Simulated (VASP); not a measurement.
# Cu (P6_3/mmc) in VASP: further runs, part 2 of 2

VASP 6.6.1. The steps go on from the part before.

## 4. Single point, PBEsol (10.42 Å³/atom)

The input, INCAR:

```
SYSTEM = Cu
  ALGO = Fast
  EDIFF = 1E-6
  ENCUT = 520
  GGA = PS
  ISIF = 2
  ISMEAR = 0
  LASPH = .True.
  LCHARG = .False.
  LREAL = .False.
  LWAVE = .False.
  NBANDS = 18
  NELM = 100
  PREC = Accurate
  SIGMA = 0.15
```

The input, KPOINTS:

```
k-points
0
Gamma
  24 24 12
  0 0 0
```

The input, POSCAR:

```
Cu
1.0
    2.3865614019      0.0000000000      0.0000000000
   -1.1932807009      2.0668228017      0.0000000000
    0.0000000000      0.0000000000      4.2237363691
Cu
2
Direct
    0.3333333333      0.6666666667      0.2500000000
    0.6666666667      0.3333333333      0.7500000000
```

Potentials or basis: VASP PAW PBE potentials, release 64 (Cu).

Command:

```sh
$ cat potpaw_PBE.64/Cu/POTCAR > POTCAR
$ mpirun -np 1 vasp_std > vasp.out
```

OUTCAR:

```text
SYSTEM = Cu
   EDIFF = 1E-6
   ENCUT = 520
   GGA = PS
   ISIF = 2
   ISMEAR = 0
   LASPH = .True.
   LREAL = .False.
   NELM = 100
   PREC = Accurate

 ion  position               nearest neighbor table
   1  0.333  0.667  0.250-   2 2.52   2 2.52   2 2.52   2 2.52   2 2.52   2 2.52
   2  0.667  0.333  0.750-   1 2.52   1 2.52   1 2.52   1 2.52   1 2.52   1 2.52

  LATTYP: Found a hexagonal cell.
 ALAT       =     2.3865614019
 C/A-ratio  =     1.7698000000

  Lattice vectors:

 A1 = (   2.3865614019,   0.0000000000,   0.0000000000)
 A2 = (  -1.1932807009,   2.0668228017,   0.0000000000)
 A3 = (   0.0000000000,   0.0000000000,   4.2237363691)

Analysis of symmetry for initial positions (statically):
=====================================================================
 Subroutine PRICEL returns:
 Original cell was already a primitive cell.

 Routine SETGRP: Setting up the symmetry group for a
 hexagonal supercell.

 Subroutine GETGRP returns: Found 24 space group operations
 (whereof 12 operations were pure point group operations)
 out of a pool of 24 trial point group operations.

The static configuration has the point symmetry D_3d.
 The point group associated with its full space group is D_6h.
[... 163 lines left out ...]

 E-fermi :   9.0867     XC(G=0): -13.6542

 val. band max:        9.0789632876   @ k =   0.2917   0.2083   0.0833
 cond. band min:       9.0869210412   @ k =   0.4167   0.0417   0.5000
 fundamental gap:      0.0079577536
 Fermi energy:         9.0867079774

 k-point     1 :       0.0000    0.0000    0.0000
  band No.  band energies     occupation
      1      -1.3310      2.00000
      2       2.9892      2.00000
      3       5.2636      2.00000
      4       5.6545      2.00000
      5       5.6545      2.00000
      6       5.8393      2.00000
[... 481 lines left out ...]
      5       5.7217      2.00000
      6       5.8346      2.00000
[... 10 lines left out ...]
     17      23.9944      0.00000
     18      31.4269      0.00000

 [... further k-points ...]

------------------------ aborting loop because EDIFF is reached ----------------------------------------

  FORCE on cell =-STRESS in cart. coord.  units (eV):
  Direction    XX          YY          ZZ          XY          YZ          ZX
  --------------------------------------------------------------------------------------
  -------------------------------------------------------------------------------------
  Total        3.6350556      3.6350556      0.8304726      0.0000000      0.0000000      0.0000000
  in kB      279.5432346    279.5432346     63.8650455      0.0000000      0.0000000      0.0000000
  external PRESSURE =     207.6505049 kB  Pullay stress =       0.0000000 kB

 VOLUME and BASIS-vectors are now :
 -----------------------------------------------------------------------------
  energy-cutoff  :      520.00
  volume of cell :       20.83
      direct lattice vectors                 reciprocal lattice vectors
     2.386561402  0.000000000  0.000000000     0.419012894  0.241917207  0.000000000
    -1.193280701  2.066822802  0.000000000     0.000000000  0.483834414  0.000000000
     0.000000000  0.000000000  4.223736369     0.000000000  0.000000000  0.236757201

 POSITION                                       TOTAL-FORCE (eV/Angst)
 -----------------------------------------------------------------------------------
     -0.00000      1.37788      1.05593         0.000000     -0.000000      0.000000
      1.19328      0.68894      3.16780        -0.000000      0.000000      0.000000
 -----------------------------------------------------------------------------------
    total drift:                               -0.000000      0.000000     -0.000000

  FREE ENERGIE OF THE ION-ELECTRON SYSTEM (eV)
  ---------------------------------------------------
  free  energy   TOTEN  =        -8.4327646585 eV

  energy  without entropy=       -8.4230169696  energy(sigma->0) =       -8.42789081
```

stdout:

```text
POSCAR found type information on POSCAR Cu
 POSCAR found :  1 types and       2 ions
 scaLAPACK will be used
 -----------------------------------------------------------------------------
|                                                                             |
|                                                                             |
|     You enforced a specific xc type in the INCAR file but a different       |
|     I HOPE YOU KNOW WHAT YOU ARE DOING!                                     |
|                                                                             |
 -----------------------------------------------------------------------------

 LDA part: xc-table for (Slater+PW92), standard interpolation
 POSCAR, INCAR and KPOINTS ok, starting setup
 FFT: planning ... GRIDC
 FFT: planning ... GRID_SOFT
 FFT: planning ... GRID
 WAVECAR not read
 entering main loop
WARNING in EDDRMM: call to ZHEGV failed, returncode =   6  3     15
```

Run time: 64 s. Hardware: 1 thread of Intel Xeon 6975P-C (Granite Rapids), shared host; peak memory 0.23 GiB.

What came out:

| Item | Value |
| --- | --- |
| Free energy | -8.4328 eV |
| Pressure | 20.8 GPa |
| Band gap on the k mesh | zero (bands 11 and 12 overlap by 6.93 eV) |

Caveat: the stress differs along the axes, from 6 to 28 GPa; the PAW data sets were made with another functional, which shifts forces and pressure a little.

## 5. Single point, PBEsol (11.77 Å³/atom)

This run uses another cell than the first one, of 11.77 Å³/atom.

The input, INCAR:

```
  ALGO = Fast
  EDIFF = 1E-7
  ENCUT = 520
  GGA = PS
  ISIF = 2
  ISMEAR = 0
  LASPH = True
  LCHARG = False
  LREAL = False
  LWAVE = False
  NBANDS = 18
  NELM = 60
  PREC = Accurate
  SIGMA = 0.15
```

The input, KPOINTS:

```
k-points
0
Gamma
  24 24 12
```

The input, POSCAR:

```
Cu
1.0
    2.5535826931      0.0000000000      0.0000000000
   -1.2767913465      2.2114674828      0.0000000000
    0.0000000000      0.0000000000      4.1702340241
Cu
2
Direct
    0.3333333333      0.6666666667      0.2500000000
    0.6666666667      0.3333333333      0.7500000000
```

Command:

```sh
$ cat potpaw_PBE.64/Cu/POTCAR > POTCAR
$ mpirun -np 1 vasp_std > vasp.out
```

It took 97 s on 1 thread of AMD EPYC 9R45 (Zen 5), shared host; peak memory 0.21 GiB.

It converged, with:

```yaml
Free_energy: -8.5908 eV
Pressure: -5.2 GPa
Band_gap_on_the_k_mesh: zero (bands 11 and 12 overlap by 5.98 eV)
```

Stress tensor (GPa, compression positive):
```
-5.42  0.00  0.00
 0.00 -5.42  0.00
 0.00  0.00 -4.72
```

Levels at points of the mesh, in eV from the Fermi level:
| k point | band 7 | band 8 | band 9 | band 10 | band 11 | band 12 | band 13 | band 14 | band 15 | band 16 |
| --- | --- | --- | --- | --- | --- | --- | --- | --- | --- | --- |
| (0.00, 0.00, 0.00) | -2.74 | -2.45 | -2.45 | -1.70 | -1.70 | -1.02 | 3.78 | 21.39 | 21.76 | 21.76 |
| (0.50, 0.00, 0.00) | -2.71 | -1.61 | -1.56 | -1.51 | 0.01 | 1.57 | 7.76 | 8.12 | 10.69 | 10.99 |
| (0.00, 0.00, 0.50) | -2.99 | -2.99 | -1.92 | -1.92 | -1.92 | -1.92 | 12.47 | 12.47 | 22.08 | 22.08 |
| (0.50, 0.00, 0.50) | -1.88 | -1.88 | -1.55 | -1.55 | 0.48 | 0.48 | 4.86 | 4.86 | 16.11 | 16.11 |

Caveat: the cell stands under tension; the PAW data sets were made with another functional, which shifts forces and pressure a little.

## 6. Single point, PBEsol (12.23 Å³/atom)

This run uses another cell than the first one, of 12.23 Å³/atom.

The input, INCAR:

```
ALGO     = Fast           # electronic algorithm
EDIFF    = 1E-7           # SCF threshold, eV
ENCUT    = 520            # plane-wave cutoff, eV
GGA      = PS             # functional
ISIF     = 2              # what is computed and relaxed
ISMEAR   = 0              # smearing method
LASPH    = T              # aspherical terms in the spheres
LCHARG   = F              # write CHGCAR
LREAL    = F              # projectors in reciprocal space
LWAVE    = F              # write WAVECAR
NBANDS   = 18             # bands
NELM     = 80             # most SCF steps
PREC     = Accurate       # precision mode
SIGMA    = 0.15           # smearing width, eV
```

KPOINTS is that of step 5.

The input, POSCAR:

```
Cu
1.0
    2.5514874836      0.0000000000      0.0000000000
   -1.2757437418      2.2096529782      0.0000000000
    0.0000000000      0.0000000000      4.3377838708
Cu
2
Direct
    0.3333333333      0.6666666667      0.2500000000
    0.6666666667      0.3333333333      0.7500000000
```

Potentials or basis: VASP PAW PBE potentials, release 64 (Cu).

Command:

```sh
$ cat potpaw_PBE.64/Cu/POTCAR > POTCAR
$ mpirun -np 1 vasp_std > vasp.out
```

Run time: 96 s. Hardware: 1 thread of AMD EPYC 9R45 (Zen 5), shared host; peak memory 0.22 GiB.

It converged, with:

| Property | Result |
| --- | --- |
| Free energy | -8.5386 eV |
| Pressure | -9.7 GPa |
| Band gap on the k mesh | zero (bands 11 and 12 overlap by 6.04 eV) |

Stress tensor (GPa, compression positive):
```
 -7.90   0.00   0.00
  0.00  -7.90   0.00
  0.00   0.00 -13.23
```

Levels at points of the mesh, in eV from the Fermi level:
```tsv
k point	band 9	band 10	band 11	band 12	band 13	band 14
(0.00, 0.00, 0.00)	-2.28	-1.67	-1.67	-1.26	3.05	21.61
(0.50, 0.00, 0.00)	-1.52	-1.45	0.09	1.63	7.44	7.58
(0.00, 0.00, 0.50)	-1.88	-1.88	-1.88	-1.88	11.14	11.14
(0.50, 0.00, 0.50)	-1.48	-1.48	0.56	0.56	4.75	4.75
```

Caveat: the stress differs along the axes, from -13 to -8 GPa; the PAW data sets were made with another functional, which shifts forces and pressure a little.

## 7. Summary

| cell | further INCAR settings | gap on the mesh (eV) | pressure (GPa) |
| --- | --- | --- | --- |
| a = 2.355, b = 2.355, c = 4.338 Å, angles 90.0, 90.0, 120.0°, 2 atoms | ALGO = Fast; EDIFF = 1e-07; NBANDS = 18 | none | 21.6 |
| a = 2.552, b = 2.552, c = 3.694 Å, angles 90.0, 90.0, 120.0°, 2 atoms | ALGO = Fast; EDIFF = 1e-06; NBANDS = 18 | none | 21.3 |
| a = 2.387, b = 2.387, c = 4.224 Å, angles 90.0, 90.0, 120.0°, 2 atoms | ALGO = Fast; EDIFF = 1e-06; NBANDS = 18 | none | 20.8 |
| a = 2.554, b = 2.554, c = 4.170 Å, angles 90.0, 90.0, 120.0°, 2 atoms | ALGO = Fast; EDIFF = 1e-07; NBANDS = 18 | none | -5.2 |
| a = 2.551, b = 2.551, c = 4.338 Å, angles 90.0, 90.0, 120.0°, 2 atoms | ALGO = Fast; EDIFF = 1e-07; NBANDS = 18 | none | -9.7 |

Alike in all rows: task single point; level PBEsol; potentials or basis VASP PAW PBE potentials, release 64 (Cu); no spin polarisation; k mesh 24 × 24 × 12; cutoff (eV) 520; smearing gaussian 0.15 eV.

Caveats: the PAW data sets were made with another functional, which shifts forces and pressure a little; the stress differs along the axes, from -1 to 33 GPa (at least some runs); the stress differs along the axes, from 12 to 40 GPa (at least some runs); the stress differs along the axes, from 6 to 28 GPa (at least some runs); the cell stands under tension (at least some runs); the stress differs along the axes, from -13 to -8 GPa (at least some runs).

Total energies depend on the potentials used, so only differences within one code and one set of settings carry meaning.
